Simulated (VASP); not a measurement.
# Ta2C (P-3m1) in VASP: a series of runs

Runs on Ta2C. Level: PBEsol. Tasks: single point.

Program: VASP 6.6.1. These are calculated values, not measurements. Logs are shortened: lines on timing, memory, paths and dates and some standing lists are left out, and cuts for length are marked.

### Step 1. The cell of the first run

It takes space group P-3m1 (No. 164, trigonal). The conventional cell has a = 3.095 Å, b = 3.095 Å, c = 5.044 Å, α = 90.00°, β = 90.00°, γ = 120.00°. Ta (site symmetry 3m) has 3 C at 2.20 Å within 2.9 Å. Within 2.9 Å of C (site symmetry -3m) lie 6 Ta at 2.20 Å.

### Step 2. Single point, PBEsol (strain +0.000 along x and y, +0.025 along z)

File INCAR:

```
SYSTEM = Ta2C
PREC = Accurate
ENCUT = 520
EDIFF = 1E-6
ISMEAR = 0
SIGMA = 0.15
LREAL = .False.
LASPH = .True.
NELM = 80
ALGO = Normal
ISIF = 2
LWAVE = .False.
LCHARG = .False.
GGA = PS
NBANDS = 20
```

File KPOINTS:

```
Automatic mesh
0
Gamma
  18 18 10
  0 0 0
```

File POSCAR:

```
Ta2C
1.0
    3.0953007044      0.0000000000      0.0000000000
   -1.5476503522      2.6806090424      0.0000000000
    0.0000000000      0.0000000000      5.0441072866
Ta C
2 1
Direct
    0.3333333333      0.6666666667      0.2528761934
    0.6666666667      0.3333333333      0.7471238066
    0.0000000000      0.0000000000      0.0000000000
```

Potentials or basis: VASP PAW PBE potentials, release 64 (Ta_pv, C).

Run with:

```bash
> cat potpaw_PBE.64/Ta_pv/POTCAR potpaw_PBE.64/C/POTCAR > POTCAR
> mpirun -np 1 vasp_std > vasp.out
```

OUTCAR:

```text
SYSTEM = Ta2C
   PREC = Accurate
   ENCUT = 520
   EDIFF = 1E-6
   ISMEAR = 0
   LREAL = .False.
   LASPH = .True.
   NELM = 80
   ISIF = 2
   GGA = PS

 ion  position               nearest neighbor table
   1  0.333  0.667  0.253-   3 2.20   3 2.20   3 2.20   2 3.07   2 3.07   2 3.07   2 3.11   2 3.11
                             2 3.11
   2  0.667  0.333  0.747-   3 2.20   3 2.20   3 2.20   1 3.07   1 3.07   1 3.07   1 3.11   1 3.11
                             1 3.11
   3  0.000  0.000  0.000-   1 2.20   2 2.20   2 2.20   1 2.20   2 2.20   1 2.20

  LATTYP: Found a hexagonal cell.
 ALAT       =     3.0953007044
 C/A-ratio  =     1.6296016989

  Lattice vectors:

 A1 = (   3.0953007044,   0.0000000000,   0.0000000000)
 A2 = (  -1.5476503522,   2.6806090424,   0.0000000000)
 A3 = (   0.0000000000,   0.0000000000,   5.0441072866)

Analysis of symmetry for initial positions (statically):
=====================================================================
 Subroutine PRICEL returns:
 Original cell was already a primitive cell.

 Routine SETGRP: Setting up the symmetry group for a
 hexagonal supercell.

 Subroutine GETGRP returns: Found 12 space group operations
 (whereof 12 operations were pure point group operations)
 out of a pool of 24 trial point group operations.

The static configuration has the point symmetry D_3d.

Analysis of symmetry for dynamics (positions and initial velocities):
=====================================================================
 Subroutine PRICEL returns:
 Original cell was already a primitive cell.

 Routine SETGRP: Setting up the symmetry group for a
 hexagonal supercell.

 Subroutine GETGRP returns: Found 12 space group operations
 (whereof 12 operations were pure point group operations)
 out of a pool of 24 trial point group operations.

The dynamic configuration has the point symmetry D_3d.

 Subroutine INISYM returns: Found 12 space group operations
 (whereof 12 operations are pure point group operations),
 and found     1 'primitive' translations

----------------------------------------------------------------------------------------

                                     Primitive cell

  volume of cell :      41.8524

  direct lattice vectors                    reciprocal lattice vectors
     3.095300704  0.000000000  0.000000000     0.323070388  0.186524776  0.000000000
    -1.547650352  2.680609042  0.000000000     0.000000000  0.373049551  0.000000000
     0.000000000  0.000000000  5.044107287     0.000000000  0.000000000  0.198251136

  length of vectors
     3.095300704  3.095300704  5.044107287     0.373049551  0.373049551  0.198251136

  position of ions in fractional coordinates (direct lattice)
     0.333333333  0.666666667  0.252876193
     0.666666667  0.333333333  0.747123807
     0.000000000  0.000000000  0.000000000

  ion indices of the primitive-cell ions
   primitive index   ion index
                 1           1
                 2           2
                 3           3

----------------------------------------------------------------------------------------

 KPOINTS: Automatic mesh

Automatic generation of k-mesh.
 Grid dimensions read from file:
 generate k-points for:   18   18   10

 Generating k-lattice:

  Cartesian coordinates                     Fractional coordinates (reciprocal lattice)
     0.017948355  0.010362488  0.000000000     0.055555556  0.000000000  0.000000000
     0.000000000  0.020724975  0.000000000     0.000000000  0.055555556  0.000000000
     0.000000000  0.000000000  0.019825114     0.000000000  0.000000000  0.100000000

  Length of vectors
     0.020724975  0.020724975  0.019825114

  Shift w.r.t. Gamma in fractional coordinates (k-lattice)
     0.000000000  0.000000000  0.000000000

 Subroutine IBZKPT returns following result:
 ===========================================

 Found    330 irreducible k-points:

 Following reciprocal coordinates:
            Coordinates               Weight
  0.000000  0.000000  0.000000      1.000000
  0.055556  0.000000  0.000000      6.000000
  0.111111  0.000000  0.000000      6.000000
  0.166667  0.000000  0.000000      6.000000
  0.222222  0.000000  0.000000      6.000000
  0.277778  0.000000  0.000000      6.000000
[... 16 lines left out ...]
  0.333333  0.111111  0.000000     12.000000
  0.388889  0.111111  0.000000     12.000000
 [... further k-points ...]
   k-points           NKPTS =    330   k-points in BZ     NKDIM =    330   number of bands    NBANDS=     20
   number of dos      NEDOS =    301   number of ions     NIONS =      3
   total plane-waves  NPLWV =  23040
   dimension x,y,z NGX =    24 NGY =   24 NGZ =   40
   dimension x,y,z NGXF=    48 NGYF=   48 NGZF=   80
   ions per type =               2   1
   NGX,Y,Z   is equivalent  to a cutoff of  12.89, 12.89, 13.18 a.u.
   NGXF,Y,Z  is equivalent  to a cutoff of  25.78, 25.78, 26.37 a.u.
 SYSTEM =  Ta2C
   PREC   = accura    normal or accurate (medium, high low for compatibility)
   ISTART =      0    job   : 0-new  1-cont  2-samecut
   ICHARG =      2    charge: 1-file 2-atom 10-const
   ISPIN  =      1    spin polarized calculation?
   LNONCOLLINEAR =      F non collinear calculations
   LSORBIT =      F    spin-orbit coupling
   LASPH  =      T    aspherical Exc in radial PAW
   ENCUT  =  520.0 eV  38.22 Ry    6.18 a.u.   5.76  5.76  9.38*2*pi/ulx,y,z
   NELM   =     80;   NELMIN=  2; NELMDL= -5     # of ELM steps
   EDIFF  = 0.1E-05   stopping-criterion for ELM
   LREAL  =      F    real-space projection
   EDIFFG = 0.1E-04   stopping-criterion for IOM
   NSW    =      0    number of steps for IOM
   IBRION =     -1    ionic relax: 0-MD 1-quasi-New 2-CG
   NFREE  =      0    steps in history (QN), initial steepest desc. (CG)
   ISIF   =      2    stress and relaxation
   ISYM   =      2    0-nonsym 1-usesym 2-fastsym
   POTIM  = 0.5000    time-step for ionic-motion
   TEBEG  =    0.0;   TEEND  =   0.0 temperature during run
   PSTRESS=    0.0 pullay stress
   NELECT =      26.0000    total number of electrons
   NUPDOWN=      -1.0000    fix difference up-down
   EMIN   =  10.00;   EMAX   =-10.00  energy-range for DOS
   EFERMI =   0.00;   METHOD = LEGACY
   ISMEAR =     0;   SIGMA  =   0.15  broadening in eV -4-tet -1-fermi 0-gaus
   EFERMI_NEDOS =   21; number of points for ismear=-14 and -15
   IALGO  =     38    algorithm
   IMIX   =      4    mixing-type and parameters
     AMIX     =   0.40;   BMIX     =  1.00
     AMIX_MAG =   1.60;   BMIX_MAG =  1.00
  volume/ion in A,a.u.               =      13.95        94.14
  Fermi-wavevector in a.u.,A,eV,Ry     =   1.396880  2.639720 26.548687  1.951273
  Thomas-Fermi vector in A             =   2.520191
   LORBIT       =      0    0 simple, 1 ext, 2 COOP (PROOUT), +10 PAW based schemes
   GGA     = PS    functional components
   LHFCALC =     F    Hartree Fock is set to
   AEXX    =    0.0000 exact exchange contribution
   IVDW    =     0    specifies the selected vdW correction
   LEPSILON=     F    determine dielectric tensor
   LRPA    =     F    only Hartree local field effects (RPA)
 non-spin polarized calculation
 Gauss-broadening in eV      SIGMA  =   0.15
  energy-cutoff  :      520.00
  volume of cell :       41.85
 maximum number of plane-waves:      1144
   NGX = 11   NGY = 11   NGZ = 19

 number of electron      26.0000002 magnetization

 Free energy of the ion-electron system (eV)
  ---------------------------------------------------
  ext. energy  EPLUGINS =         0.00000000
  ---------------------------------------------------
  free energy    TOTEN  =       -36.66867992 eV

  energy without entropy =      -36.66084018  energy(sigma->0) =      -36.66476005

 E-fermi :   6.3006     XC(G=0): -12.8168

 val. band max:        6.2958867120   @ k =   0.0000   0.0000   0.3000
 cond. band min:       6.3179446871   @ k =  -0.1111   0.3889   0.4000
 fundamental gap:      0.0220579751
 Fermi energy:         6.3005870445

 k-point     1 :       0.0000    0.0000    0.0000
  band No.  band energies     occupation
      1     -28.5083      2.00000
      2     -27.8498      2.00000
      3     -27.8498      2.00000
      4     -27.7556      2.00000
      5     -27.7556      2.00000
      6     -27.7129      2.00000
[... 12 lines left out ...]
     19       9.0921      0.00000
     20      13.7220      0.00000

 k-point     2 :       0.0556    0.0000    0.0000
  band No.  band energies     occupation
      1     -28.5003      2.00000
      2     -27.8689      2.00000
      3     -27.8563      2.00000
      4     -27.7744      2.00000
      5     -27.7578      2.00000
      6     -27.7153      2.00000
[... 12 lines left out ...]
     19       9.4619      0.00000
     20      13.7846      0.00000

 k-point     3 :       0.1111    0.0000    0.0000
  band No.  band energies     occupation
      1     -28.4769      2.00000
      2     -27.9236      2.00000
      3     -27.8742      2.00000
      4     -27.8277      2.00000
      5     -27.7643      2.00000
      6     -27.7229      2.00000
[... 12 lines left out ...]
     19      10.2404      0.00000
     20      13.7406      0.00000

 k-point     4 :       0.1667    0.0000    0.0000
  band No.  band energies     occupation
      1     -28.4395      2.00000
      2     -28.0069      2.00000
      3     -27.9077      2.00000
      4     -27.9006      2.00000
      5     -27.7754      2.00000
      6     -27.7362      2.00000
[... 429 lines left out ...]
 k-point    23 :       0.3333    0.1111    0.0000
  band No.  band energies     occupation
      1     -28.3857      2.00000
      2     -28.2638      2.00000
      3     -28.1911      2.00000
      4     -28.0441      2.00000
      5     -27.8821      2.00000
      6     -27.8559      2.00000
[... 12 lines left out ...]
     19      12.3748      0.00000
     20      12.5243      0.00000

 k-point    24 :       0.3889    0.1111    0.0000
  band No.  band energies     occupation
      1     -28.4332      2.00000
      2     -28.2963      2.00000
      3     -28.1472      2.00000
      4     -28.0670      2.00000
      5     -27.8934      2.00000
      6     -27.8867      2.00000
[... 12 lines left out ...]
     19      11.9844      0.00000
     20      12.2493      0.00000

 [... further k-points ...]

------------------------ aborting loop because EDIFF is reached ----------------------------------------

  FORCE on cell =-STRESS in cart. coord.  units (eV):
  Direction    XX          YY          ZZ          XY          YZ          ZX
  --------------------------------------------------------------------------------------
  -------------------------------------------------------------------------------------
  Total       -0.9151549     -0.9151549     -3.2533480      0.0000000     -0.0000000      0.0000000
  in kB      -35.0335840    -35.0335840   -124.5433289      0.0000000     -0.0000000      0.0000000
  external PRESSURE =     -64.8701657 kB  Pullay stress =       0.0000000 kB

 VOLUME and BASIS-vectors are now :
 -----------------------------------------------------------------------------
  energy-cutoff  :      520.00
  volume of cell :       41.85
      direct lattice vectors                 reciprocal lattice vectors
     3.095300704  0.000000000  0.000000000     0.323070388  0.186524776  0.000000000
    -1.547650352  2.680609042  0.000000000     0.000000000  0.373049551  0.000000000
     0.000000000  0.000000000  5.044107287     0.000000000  0.000000000  0.198251136

 POSITION                                       TOTAL-FORCE (eV/Angst)
 -----------------------------------------------------------------------------------
     -0.00000      1.78707      1.27553        -0.000000     -0.000000     -0.238578
      1.54765      0.89354      3.76857         0.000000      0.000000      0.238578
      0.00000      0.00000      0.00000         0.000000      0.000000     -0.000000
 -----------------------------------------------------------------------------------
    total drift:                                0.000000     -0.000000     -0.000000

  FREE ENERGIE OF THE ION-ELECTRON SYSTEM (eV)
  ---------------------------------------------------
  free  energy   TOTEN  =       -36.6686799205 eV

  energy  without entropy=      -36.6608401830  energy(sigma->0) =      -36.66476005
```

Run time: 4 min. Hardware: 1 thread of Intel Xeon 8259CL, shared host; peak memory 0.36 GiB.

Results:

| Property | Result |
| --- | --- |
| Free energy | -36.6687 eV |
| Pressure | -6.5 GPa |
| Largest force | 0.239 eV/Å |
| Band gap on the k mesh | zero (bands 13 and 14 overlap by 0.67 eV) |

Forces in eV/Å, atoms in the order of the input:
```
Ta   0.000  0.000 -0.239
Ta   0.000  0.000  0.239
C    0.000  0.000  0.000
```

Caveat: the cell differs from its parent crystal (strain +0.000 along x and y, +0.025 along z); the stress differs along the axes, from -12 to -4 GPa; the PAW data sets were made with another functional, which shifts forces and pressure a little; spin-orbit coupling is left out, which moves the levels of the heavy elements.

### Step 3. Single point, PBEsol (strain +0.025 along x and y, -0.025 along z)

File INCAR:

```
PREC = Accurate ; ENCUT = 520
EDIFF = 1E-6 ; ISMEAR = 0
SIGMA = 0.15 ; LREAL = False
LASPH = True ; NELM = 60
ALGO = Normal ; ISIF = 2
LWAVE = False ; LCHARG = True
GGA = PS ; LELF = True
LVHAR = True ; NBANDS = 20
```

File KPOINTS:

```
Automatic mesh
0
Gamma
  18 18 10
```

File POSCAR:

```
Ta2C
1.0
    3.1726832220      0.0000000000      0.0000000000
   -1.5863416110      2.7476242684      0.0000000000
    0.0000000000      0.0000000000      4.7980532726
Ta C
2 1
Direct
    0.3333333333      0.6666666667      0.2528761934
    0.6666666667      0.3333333333      0.7471238066
    0.0000000000      0.0000000000      0.0000000000
```

Potentials or basis: VASP PAW PBE potentials, release 64 (Ta_pv, C).

Run with:

```bash
> cat potpaw_PBE.64/Ta_pv/POTCAR potpaw_PBE.64/C/POTCAR > POTCAR
> mpirun -np 1 vasp_std > vasp.out
```

It took 3.6 min on 1 thread of Intel Xeon 8259CL, shared host; peak memory 0.35 GiB.

The run converged. Its results:

- Free energy: -36.6151 eV
- Pressure: -5.6 GPa
- Largest force: 0.088 eV/Å
- Band gap on the k mesh: zero (bands 13 and 14 overlap by 1.00 eV)

Forces on the atoms (eV/Å):
```
Ta   0.000  0.000 -0.088
Ta   0.000  0.000  0.088
C    0.000  0.000  0.000
```

Stress tensor (GPa, compression positive):
```
-11.30   0.00   0.00
  0.00 -11.30   0.00
  0.00   0.00   5.87
```

Levels at points of the mesh, in eV from the Fermi level:
| k point | band 10 | band 11 | band 12 | band 13 | band 14 | band 15 | band 16 | band 17 |
| --- | --- | --- | --- | --- | --- | --- | --- | --- |
| (0.00, 0.00, 0.00) | -3.67 | -2.70 | 0.51 | 0.59 | 0.59 | 0.84 | 0.84 | 2.39 |
| (0.50, 0.00, 0.00) | -3.94 | -3.55 | -1.83 | -0.19 | 3.05 | 3.96 | 4.58 | 4.72 |
| (0.00, 0.00, 0.50) | -3.96 | -1.35 | -1.21 | -0.41 | -0.41 | 3.03 | 3.03 | 3.64 |
| (0.50, 0.00, 0.50) | -3.55 | -2.23 | -1.16 | -0.97 | 1.41 | 1.92 | 3.91 | 4.53 |

Caveat: the cell differs from its parent crystal (strain +0.025 along x and y, -0.025 along z); the stress differs along the axes, from -11 to 6 GPa; the PAW data sets were made with another functional, which shifts forces and pressure a little; spin-orbit coupling is left out, which moves the levels of the heavy elements.

[end of part 1 of 2]

The gap in the log of VASP goes by the Fermi energy; the results here count the filled bands.